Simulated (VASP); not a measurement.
NbAs: single point with PBE

Crystal: NbAs.

```
Nb As
1.0
    -1.75069    1.75069    5.95479
     1.75069   -1.75069    5.95479
     1.75069    1.75069   -5.95479
Nb As
2 2
Cartesian
  0.0000 0.0000 -0.0108
  0.0000 1.7507 2.9666
  0.0000 0.0000 4.9652
  1.7507 0.0000 1.9878
```

- Program: VASP 6.6.1
- Task: single point
- Functional: PBE
- Potentials or basis: VASP PAW PBE potentials, release 64 (Nb_sv, As)
- Cutoff: 520 eV
- k mesh: 18 × 18 × 18
- Occupations: gaussian, width 0.1 eV
- Spin: no spin polarisation

The pressure is -4.4 GPa. The band gap on the k mesh is zero (bands 18 and 19 overlap by 0.10 eV).

Levels at points of the mesh, in eV from the Fermi level:
| k point | band 14 | band 15 | band 16 | band 17 | band 18 | band 19 | band 20 | band 21 | band 22 | band 23 |
| --- | --- | --- | --- | --- | --- | --- | --- | --- | --- | --- |
| (0.00, 0.00, 0.00) | -2.12 | -1.93 | -1.60 | -1.33 | -1.33 | 0.67 | 1.19 | 2.27 | 2.81 | 2.81 |
| (0.50, 0.00, 0.00) | -3.02 | -2.15 | -1.77 | -1.31 | -0.11 | 0.06 | 1.11 | 1.99 | 2.12 | 2.58 |
| (0.50, 0.50, 0.00) | -4.47 | -2.73 | -2.73 | -0.57 | -0.57 | 2.26 | 2.26 | 2.49 | 2.49 | 3.25 |
| (0.50, 0.50, 0.50) | -2.51 | -2.34 | -2.34 | -0.55 | -0.55 | 0.92 | 0.92 | 1.80 | 1.80 | 2.92 |

Wall time 52 min on 1 thread of Intel Xeon 8259CL, on a shared host, peak memory 0.94 GiB.

Caveat: the cell stands under tension.
